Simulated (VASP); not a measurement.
MoS2:

```
Mo S
1.0
     1.56407    0.90302    6.03235
    -1.56407    0.90302    6.03235
     0.00000   -1.80603    6.03235
Mo S
1 2
Direct
  0.00000 0.00000 0.00000
  0.25000 0.25000 0.25000
  0.75000 0.75000 0.75000
```

Base run:

```yaml
Program: VASP 6.6.1
Functional: PBE
Potentials_or_basis: VASP PAW PBE potentials, release 64 (Mo_sv, S)
Cutoff: 520 eV
k_mesh: 10 × 10 × 10
Occupations: fermi-dirac, width 0.05 eV
Spin: no spin polarisation
```

Its results: band gap on the k mesh zero (bands 13 and 14 overlap by 0.62 eV); pressure 15.1 GPa; largest force 1.770 eV/Å.

Task: The run is repeated on the same cell with these changes: functional from PBE to LDA; potentials or basis from VASP PAW PBE potentials, release 64 (Mo_sv, S) to VASP PAW LDA potentials, release 64 (Mo_sv, S). What comes out?

Result: Band gap on the k mesh zero (bands 13 and 14 overlap by 0.56 eV); pressure 7.1 GPa; largest force 1.358 eV/Å.

Caveats: the cell stands under pressure; forces of over 1 eV/Å act on the atoms, so gaps and moduli don't describe the material at rest.
